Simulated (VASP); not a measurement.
**GaSb: single point with PBEsol**

GaSb:

```
Ga Sb
1.0
    -1.62981    2.77232    2.97609
     1.62981   -2.77232    2.97609
     1.62981    2.77232   -2.97609
Ga Sb
1 1
Cartesian
  0.0000 0.0000 0.0000
  0.0000 0.0000 2.9761
```

This cell differs from its parent crystal: strained.

```yaml
Program: VASP 6.6.1
Task: single point
Functional: PBEsol
Potentials_or_basis: VASP PAW PBE potentials, release 64 (Ga_d, Sb)
Cutoff: 520 eV
k_mesh: 16 × 16 × 16
Occupations: gaussian, width 0.1 eV
Spin: no spin polarisation
```

The pressure is -7.1 GPa. The band gap on the k mesh is zero (band 9 reaches 6.86 eV, above the bottom of band 10 at 2.89 eV).

Stress tensor (GPa, compression positive):
```
-6.72  0.00  0.00
 0.00 -7.64  0.00
 0.00  0.00 -6.89
```

Levels at points of the mesh, in eV from the Fermi level:
| k point | band 5 | band 6 | band 7 | band 8 | band 9 | band 10 | band 11 | band 12 | band 13 | band 14 |
| --- | --- | --- | --- | --- | --- | --- | --- | --- | --- | --- |
| (0.00, 0.00, 0.00) | -14.66 | -11.18 | -3.39 | -1.73 | -1.48 | 3.57 | 4.52 | 5.96 | 6.74 | 7.23 |
| (0.50, 0.00, 0.00) | -14.66 | -9.98 | -7.38 | -0.07 | 1.62 | 1.77 | 2.41 | 4.05 | 6.34 | 8.26 |
| (0.00, 0.50, 0.00) | -14.65 | -7.96 | -5.60 | -1.88 | -0.31 | -0.21 | 1.25 | 2.46 | 3.49 | 8.59 |
| (0.50, 0.50, 0.00) | -14.65 | -7.98 | -4.40 | -3.21 | -1.68 | -1.55 | 3.47 | 3.57 | 5.97 | 7.04 |
| (0.50, 0.50, 0.50) | -14.65 | -9.15 | -5.62 | -4.46 | -4.17 | 2.78 | 6.61 | 8.87 | 9.00 | 9.07 |

Wall time 13 min on 1 thread of AMD EPYC 7R13 Processor (Zen 3), on a shared host, peak memory 0.62 GiB.

Caveat: the cell differs from its parent crystal (strained); the PAW data sets were made with another functional, which shifts forces and pressure a little; spin-orbit coupling is left out, which moves the levels of the heavy elements.
